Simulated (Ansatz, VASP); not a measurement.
**One calculation of In3As, two programs**

POSCAR

```
In3As
1.0
    4.5436247403      0.0000000000      0.0000000000
    0.0000000000      4.5436247403      0.0000000000
    0.0000000000      0.0000000000      4.5436247403
In As
3 1
Direct
    0.0000000000      0.5000000000      0.5000000000
    0.5000000000      0.0000000000      0.5000000000
    0.5000000000      0.5000000000      0.0000000000
    0.0000000000      0.0000000000      0.0000000000
```

The input INCAR.step1:

```
  PREC = Accurate
  ENCUT = 520
  ISMEAR = -1
  SIGMA = 0.1
  LREAL = F
  LASPH = T
  NELM = 60
  NBANDS = 30
  GGA = PE
  ALGO = Normal
  EDIFF = 1E-4
  LWAVE = T
  LCHARG = F
```

The input INCAR.step2:

```
  PREC = Accurate
  ENCUT = 520
  EDIFF = 1E-6
  ISMEAR = -1
  SIGMA = 0.1
  LREAL = F
  LASPH = T
  NELM = 60
  ALGO = Normal
  ISIF = 2
  LWAVE = F
  LCHARG = T
  METAGGA = R2SCAN
  LMIXTAU = T
  LELF = T
  LVHAR = T
  NBANDS = 30
  ISTART = 1
```

KPOINTS

```
Automatic mesh
0
Gamma
  4 4 4
```

Input for Ansatz:

```yaml
crystal:
  lattice:
    - [4.543624740258932, 0.0, 0.0]
    - [0.0, 4.543624740258932, 0.0]
    - [0.0, 0.0, 4.543624740258932]
  atoms:
    - { symbol: In, position: [0.0, 0.5, 0.5] }
    - { symbol: In, position: [0.5, 0.0, 0.5] }
    - { symbol: In, position: [0.5, 0.5, 0.0] }
    - { symbol: As, position: [0.0, 0.0, 0.0] }
basis:
  ecutwfc: 600.0
kpoints:
  mp_grid:
    grid: [4, 4, 4]
hamiltonian:
  xc: r2scan
scf:
  max_iter: 200
  occupations:
    method: fermi_dirac
    width: 0.1
output:
  stress: true
```

Alike in both runs: task single point; functional r2SCAN; k mesh 4 × 4 × 4; occupations fermi-dirac, width 0.1 eV; no spin polarisation.

```csv
,VASP,Ansatz
version,VASP 6.6.1,Ansatz 0.2.0
potentials or method,"VASP PAW PBE potentials, release 64 (In_d, As), cutoff 520 eV","plane waves, PAW"
valence electrons in the cell,44,54
```

|  | VASP | Ansatz | Ansatz less VASP |
| --- | --- | --- | --- |
| pressure (GPa) | 2.6 | 2.6 | 0.00 |

VASP's potentials were made for PBE, not for r2SCAN. The functional is the same, so the differences come from potentials, cutoffs and numerics. VASP's potentials hold 44 valence electrons a cell and Ansatz's 54, so a difference there can come from the potentials and not from the codes.
